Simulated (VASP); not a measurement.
Set up this calculation in VASP 6.6.1, as the native input.

```yaml
Task: single point
Functional: revPBE
Potentials_or_basis: VASP PAW PBE potentials, release 64 (Cd, F)
Cutoff: 520 eV
k_mesh: 9 × 9 × 9
Occupations: fermi-dirac, width 0.05 eV
Spin: no spin polarisation
Dipole_correction: no
Further_INCAR_settings: ALGO = Normal; EDIFF = 1e-07; NBANDS = 20
```

The structure of CdF2 lies in POSCAR:

```
CdF2
1.0
    0.0000000000      2.6940000000      2.6940000000
    2.6940000000      0.0000000000      2.6940000000
    2.6940000000      2.6940000000      0.0000000000
Cd F
1 2
Direct
    0.0000000000      0.0000000000      0.0000000000
    0.7500000000      0.7500000000      0.7500000000
    0.2500000000      0.2500000000      0.2500000000
```

The input as run:

INCAR

```
SYSTEM = CdF2
PREC = Accurate
ENCUT = 520
EDIFF = 1E-7
ISMEAR = -1
SIGMA = 0.05
LREAL = .FALSE.
LASPH = .TRUE.
NELM = 100
ALGO = Normal
ISIF = 2
LWAVE = .FALSE.
LCHARG = .FALSE.
GGA = RE
NBANDS = 20
```

KPOINTS

```
Automatic mesh
0
G
  9 9 9
  0 0 0
```

Potentials or basis: VASP PAW PBE potentials, release 64 (Cd, F).

Command:

```sh
$ cat potpaw_PBE.64/Cd/POTCAR potpaw_PBE.64/F/POTCAR > POTCAR
$ mpirun -np 1 vasp_std > vasp.out
```

It gave:

```
Pressure               : 9.8 GPa
Band gap on the k mesh : 3.25 eV, indirect (least direct gap 3.73 eV)
```

Caveat: the PAW data sets were made with another functional, which shifts forces and pressure a little.

Run time: 13 s on 1 thread of Intel(R) Xeon(R) 6975P-C (Granite Rapids), on a shared host, peak memory 0.16 GiB.
